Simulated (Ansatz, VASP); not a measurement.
One calculation of Zr, two programs

The input INCAR:

```
PREC = Accurate ; ENCUT = 520
EDIFF = 1E-6 ; ISMEAR = 0
SIGMA = 0.15 ; LREAL = False
LASPH = True ; NELM = 100
ALGO = Fast ; ISIF = 2
LWAVE = False ; LCHARG = False
GGA = PE ; NBANDS = 12
```

The input KPOINTS:

```
Automatic mesh
0
Gamma
  18 18 18
```

The input POSCAR:

```
Zr
1.0
    0.0000000000      2.3564750000      2.2550000000
    2.2550000000      0.0000000000      2.2550000000
    2.2550000000      2.3564750000      0.0000000000
Zr
1
Direct
    0.0000000000      0.0000000000      0.0000000000
```

Input for Ansatz:

```yaml
crystal:
  lattice:
    - [0.0, 2.356475, 2.255]
    - [2.255, 0.0, 2.255]
    - [2.255, 2.356475, 0.0]
  atoms:
    - { symbol: Zr, position: [0.0, 0.0, 0.0] }
basis:
  ecutwfc: 420
kpoints:
  mp_grid: { grid: [18, 18, 18] }
hamiltonian:
  xc: pbe
scf:
  occupations: { method: gaussian, width: 0.15 }
output:
  forces: true
  stress: true
  eigenvalues: true
```

Change from the starting cell: strain +0.0450 x Voigt [0, 1, 0, 0, 0, 0], atoms carried along.

Alike in both runs: task single point; functional PBE; k mesh 18 × 18 × 18; occupations gaussian, width 0.15 eV; no spin polarisation.

|  | VASP | Ansatz |
| --- | --- | --- |
| version | VASP 6.6.1 | Ansatz 0.2.0 |
| potentials or method | VASP PAW PBE potentials, release 64 (Zr_sv), cutoff 520 eV | scalar-relativistic, plane waves, PAW |
| valence electrons in the cell | 12 | 12 |

|  | VASP | Ansatz | Ansatz less VASP |
| --- | --- | --- | --- |
| gap on the k mesh at the Fermi level (eV) | none | none | - |
| pressure (GPa) | -2.8 | -2.8 | -0.01 |
| traceless stress, the component that is largest in VASP (GPa) | -1.02 | -1.01 | +0.005 |

A gap of «none» marks a metal or a gap that the smearing closes.
